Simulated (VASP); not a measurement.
# Li (P1) in VASP: notebook, part 2 of 2

VASP 6.6.1.

### 5 Single point, PBEsol

The input, INCAR:

```
SYSTEM = Li
PREC = Accurate
ENCUT = 520
EDIFF = 1E-6
ISMEAR = -1
SIGMA = 0.11
LREAL = Auto
LASPH = .True.
NELM = 60
ALGO = Normal
ISIF = 2
LWAVE = .False.
LCHARG = .True.
GGA = PS
LELF = .True.
LVHAR = .True.
NBANDS = 38
```

The input, KPOINTS:

```
regular mesh
0
Gamma
  2 2 2
  0 0 0
```

The input, POSCAR:

```
Li
1.0
    7.0944470000      0.0000000000      0.0000000000
    0.0000000000      7.0944470000      0.0000000000
    0.0000000000      0.0000000000      7.0944470000
Li
16
Direct
   -0.0194518332     -0.0058496455      0.0545074197
    0.5127813345     -0.0232717222     -0.0066671863
   -0.0349992043      0.4583584880     -0.0306436851
    0.0988378657      0.0697305935      0.5284132787
    0.2986702135      0.2583147073      0.2049490256
    0.4765699145      0.4959794611     -0.0151104096
    0.4881141546     -0.0194518332      0.4364258412
    0.7685024640      0.2600907442      0.2345919280
    0.0167173002      0.4725104014      0.5258478920
    0.2222724336      0.7059464959      0.1764478613
    0.2738479828      0.2434439217      0.8210787959
    0.4337617858      0.4608956836      0.5533200826
    0.6982362403      0.6487750208      0.2603585593
    0.7087796977      0.2048221658      0.7327421010
    0.2887187684      0.8131571072      0.7748454531
    0.8236441826      0.7620044240      0.8554577968
```

Potentials or basis: VASP PAW PBE potentials, release 64 (Li_sv).

On the command line:

```bash
$ cat potpaw_PBE.64/Li_sv/POTCAR > POTCAR
$ mpirun -np 1 vasp_std > vasp.out
```

OUTCAR:

```text
SYSTEM = Li
   PREC = Accurate
   ENCUT = 520
   EDIFF = 1E-6
   ISMEAR = -1
   LREAL = Auto
   LASPH = .True.
   NELM = 60
   ISIF = 2
   GGA = PS

 ion  position               nearest neighbor table
   1  0.981  0.994  0.055-  16 2.44
   2  0.513  0.977  0.993-  15 2.51
   3  0.965  0.458  0.969-  16 2.51
   4  0.099  0.070  0.528-
   5  0.299  0.258  0.205-
   6  0.477  0.496  0.985-  11 2.57
   7  0.488  0.981  0.436-
   8  0.769  0.260  0.235-
   9  0.017  0.473  0.526-
  10  0.222  0.706  0.176-
  11  0.274  0.243  0.821-   6 2.57
  12  0.434  0.461  0.553-
  13  0.698  0.649  0.260-
  14  0.709  0.205  0.733-
  15  0.289  0.813  0.775-   2 2.51
  16  0.824  0.762  0.855-   1 2.44   3 2.51

  LATTYP: Found a simple cubic cell.
 ALAT       =     7.0944470000

  Lattice vectors:

 A1 = (   7.0944470000,   0.0000000000,   0.0000000000)
 A2 = (   0.0000000000,   7.0944470000,   0.0000000000)
 A3 = (   0.0000000000,   0.0000000000,   7.0944470000)

Analysis of symmetry for initial positions (statically):
=====================================================================
 Subroutine PRICEL returns:
 Original cell was already a primitive cell.

 Routine SETGRP: Setting up the symmetry group for a
 simple cubic supercell.

 Subroutine GETGRP returns: Found  1 space group operations
 (whereof  1 operations were pure point group operations)
 out of a pool of 48 trial point group operations.

The static configuration has the point symmetry C_1 .

Analysis of symmetry for dynamics (positions and initial velocities):
=====================================================================
 Subroutine PRICEL returns:
 Original cell was already a primitive cell.

 Routine SETGRP: Setting up the symmetry group for a
 simple cubic supercell.
[... 136 lines left out ...]
     AMIX_MAG =   1.60;   BMIX_MAG =  1.00
  volume/ion in A,a.u.               =      22.32       150.60
  Fermi-wavevector in a.u.,A,eV,Ry     =   0.838629  1.584780  9.568965  0.703299
  Thomas-Fermi vector in A             =   1.952715
   LORBIT       =      0    0 simple, 1 ext, 2 COOP (PROOUT), +10 PAW based schemes
   GGA     = PS    functional components
   LHFCALC =     F    Hartree Fock is set to
   AEXX    =    0.0000 exact exchange contribution
   IVDW    =     0    specifies the selected vdW correction
   LEPSILON=     F    determine dielectric tensor
   LRPA    =     F    only Hartree local field effects (RPA)
 non-spin polarized calculation
  energy-cutoff  :      520.00
  volume of cell :      357.07
 maximum number of plane-waves:      9771
 NGX is ok and might be reduce to    54
   NGX = 27   NGY = 27   NGZ = 27

 number of electron      47.9999990 magnetization

 Free energy of the ion-electron system (eV)
  ---------------------------------------------------
  ext. energy  EPLUGINS =         0.00000000
  ---------------------------------------------------
  free energy    TOTEN  =       -29.78740007 eV

  energy without entropy =      -29.42172075  energy(sigma->0) =      -29.60456041

 E-fermi :   0.1743     XC(G=0):  -6.7527

 val. band max:        0.1665212775   @ k =   0.0000   0.5000   0.5000
 cond. band min:       0.2259937460   @ k =   0.5000   0.5000   0.0000
 fundamental gap:      0.0594724686
 Fermi energy:         0.1742949853

 k-point     1 :       0.0000    0.0000    0.0000
  band No.  band energies     occupation
      1     -46.0480      2.00000
      2     -46.0365      2.00000
      3     -46.0282      2.00000
      4     -46.0194      2.00000
      5     -45.9388      2.00000
      6     -45.8914      2.00000
[... 301 lines left out ...]
     35       3.0032      0.00000
     36       3.1761      0.00000
 [bands above 36 left out]

------------------------ aborting loop because EDIFF is reached ----------------------------------------

  FORCE on cell =-STRESS in cart. coord.  units (eV):
  Direction    XX          YY          ZZ          XY          YZ          ZX
  --------------------------------------------------------------------------------------
  -------------------------------------------------------------------------------------
  Total       -1.6693512      0.3311179     -0.5437042     -0.2855582      0.2277976      0.5935963
  in kB       -7.4903594      1.4857222     -2.4395945     -1.2812961      1.0221250      2.6634599
  external PRESSURE =      -2.8147439 kB  Pullay stress =       0.0000000 kB

 VOLUME and BASIS-vectors are now :
 -----------------------------------------------------------------------------
  energy-cutoff  :      520.00
  volume of cell :      357.07
      direct lattice vectors                 reciprocal lattice vectors
     7.094447000  0.000000000  0.000000000     0.140955313  0.000000000  0.000000000
     0.000000000  7.094447000  0.000000000     0.000000000  0.140955313  0.000000000
     0.000000000  0.000000000  7.094447000     0.000000000  0.000000000  0.140955313

 POSITION                                       TOTAL-FORCE (eV/Angst)
 -----------------------------------------------------------------------------------
      6.95645      7.05295      0.38670         0.346394      0.353553      0.178912
      3.63790      6.92935      7.04715         0.232692      0.129196      0.429974
      6.84615      3.25180      6.87705         0.348299     -0.302776      0.013432
      0.70120      0.49470      3.74880        -0.389223     -0.199287     -0.179678
      2.11890      1.83260      1.45400        -0.223230     -0.041234      0.321721
      3.38100      3.51870      6.98725         0.517261      0.220434     -0.216512
[... 8 lines left out ...]
      2.04830      5.76890      5.49710        -0.310135     -0.401626     -0.169730
      5.84330      5.40600      6.06900        -0.422740     -0.076913     -0.737283
 -----------------------------------------------------------------------------------
    total drift:                               -0.000250      0.007403     -0.001519

  FREE ENERGIE OF THE ION-ELECTRON SYSTEM (eV)
  ---------------------------------------------------
  free  energy   TOTEN  =       -29.7874000696 eV

  energy  without entropy=      -29.4217207522  energy(sigma->0) =      -29.60456041
```

stdout:

```text
POSCAR found type information on POSCAR Li
 POSCAR found :  1 types and      16 ions
 scaLAPACK will be used
 -----------------------------------------------------------------------------
|                                                                             |
|                                                                             |
|     You enforced a specific xc type in the INCAR file but a different       |
|     I HOPE YOU KNOW WHAT YOU ARE DOING!                                     |
|                                                                             |
 -----------------------------------------------------------------------------

 LDA part: xc-table for (Slater+PW92), standard interpolation
 POSCAR, INCAR and KPOINTS ok, starting setup
 FFT: planning ... GRIDC
 FFT: planning ... GRID_SOFT
 FFT: planning ... GRID
 WAVECAR not read
 entering main loop
```

It took 5.3 min on 1 thread of AMD EPYC 7R13, shared host; peak memory 0.34 GiB.

Results:

* Free energy: -29.7874 eV
* Largest force: 0.853 eV/Å
* Band gap on the k mesh: zero (band 24 reaches 0.52 eV, above the bottom of band 25 at -0.09 eV)

Forces in eV/Å, atoms in the order of the input:
```
Li   0.346  0.354  0.179
Li   0.233  0.129  0.430
Li   0.348 -0.303  0.013
Li  -0.389 -0.199 -0.180
Li  -0.223 -0.041  0.322
Li   0.517  0.220 -0.217
Li   0.145 -0.050  0.089
Li  -0.278 -0.131  0.156
Li  -0.014  0.210 -0.029
Li  -0.082  0.022  0.328
Li  -0.337 -0.293 -0.097
Li   0.207  0.170 -0.229
Li   0.131  0.347  0.106
Li   0.129  0.043  0.036
Li  -0.310 -0.402 -0.170
Li  -0.423 -0.077 -0.737
```

Levels at points of the mesh, in eV from the Fermi level:
| k point | band 22 | band 23 | band 24 | band 25 | band 26 | band 27 |
| --- | --- | --- | --- | --- | --- | --- |
| (0.00, 0.00, 0.00) | -0.87 | -0.76 | 0.35 | 0.50 | 0.54 | 0.63 |
| (0.50, 0.00, 0.00) | -0.46 | -0.41 | -0.37 | -0.20 | -0.13 | 1.06 |
| (0.00, 0.50, 0.00) | -0.44 | -0.41 | -0.36 | -0.26 | -0.15 | 1.09 |
| (0.00, 0.00, 0.50) | -0.46 | -0.36 | -0.27 | -0.20 | -0.14 | 0.83 |
| (0.50, 0.50, 0.00) | -0.10 | 0.05 | 0.11 | 0.20 | 0.27 | 0.52 |
| (0.00, 0.50, 0.50) | -0.20 | -0.06 | -0.01 | 0.23 | 0.28 | 0.71 |
| (0.50, 0.00, 0.50) | -0.13 | -0.01 | 0.10 | 0.16 | 0.29 | 0.40 |
| (0.50, 0.50, 0.50) | -1.41 | -1.36 | -1.07 | 1.91 | 2.00 | 2.14 |

Caveat: the k points lie up to 0.44 Å⁻¹ apart; the cutoff is under 1.25 times the usual one of these potentials, so pressure, stress and relaxed cells hold a basis-set (Pulay) error; the PAW data sets were made with another functional, which shifts forces and pressure a little.
